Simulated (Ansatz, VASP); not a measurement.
# Two plane-wave programs on TaN

Contents of INCAR:

```
SYSTEM = TaN
  ALGO = Normal
  EDIFF = 1E-6
  ENCUT = 520
  GGA = PE
  ISIF = 2
  ISMEAR = 0
  LASPH = .True.
  LCHARG = .False.
  LREAL = .False.
  LWAVE = .False.
  NBANDS = 15
  NELM = 100
  PREC = Accurate
  SIGMA = 0.15
```

Contents of KPOINTS:

```
k-points
0
Gamma
  20 20 20
  0 0 0
```

File POSCAR:

```
TaN
1.0
    0.1342583934      2.2474545120      2.2474545120
    2.2474545120      0.1342583934      2.2474545120
    2.2474545120      2.2474545120      0.1342583934
Ta N
1 1
Direct
    0.5000000000      0.5000000000      0.5000000000
    0.0000000000      0.0000000000      0.0000000000
```

Input for Ansatz:

```yaml
crystal:
  lattice:
    - [0.1342583934, 2.247454512, 2.247454512]
    - [2.247454512, 0.1342583934, 2.247454512]
    - [2.247454512, 2.247454512, 0.1342583934]
  atoms:
    - { symbol: Ta, position: [0.5, 0.5, 0.5] }
    - { symbol: "N", position: [0.0, 0.0, 0.0] }
basis:
  ecutwfc: 520.0
kpoints:
  mp_grid: { grid: [20, 20, 20] }
hamiltonian:
  xc: pbe
  pseudopotentials: { kind: paw, azcp: { folder: soft_1 } }
scf:
  occupations: { method: gaussian, width: 0.15 }
output:
  forces: true
  stress: true
  eigenvalues: true
```

Alike in both runs: task single point; functional PBE; k mesh 20 × 20 × 20; occupations gaussian, width 0.15 eV; no spin polarisation.

|  | VASP | Ansatz |
| --- | --- | --- |
| version | VASP 6.6.1 | Ansatz 0.2.0 |
| potentials or method | VASP PAW PBE potentials, release 64 (Ta_pv, N), cutoff 520 eV | scalar-relativistic, plane waves, PAW |
| valence electrons in the cell | 16 | 18 |

VASP gave:

```
gap on the k mesh at the Fermi level (eV)                     : none
pressure (GPa)                                                : 16.4
traceless stress, the component that is largest in VASP (GPa) : -3.36
```

**Question.** What did Ansatz give for the same quantities?

**Answer.** gap on the k mesh at the Fermi level (eV): none; pressure (GPa): 15.2; traceless stress, the component that is largest in VASP (GPa): -3.43.

A gap of «none» marks a metal or a gap that the smearing closes. VASP's potentials hold 16 valence electrons a cell and Ansatz's 18, so a difference there can come from the potentials and not from the codes.

Neither program's run includes spin-orbit coupling.
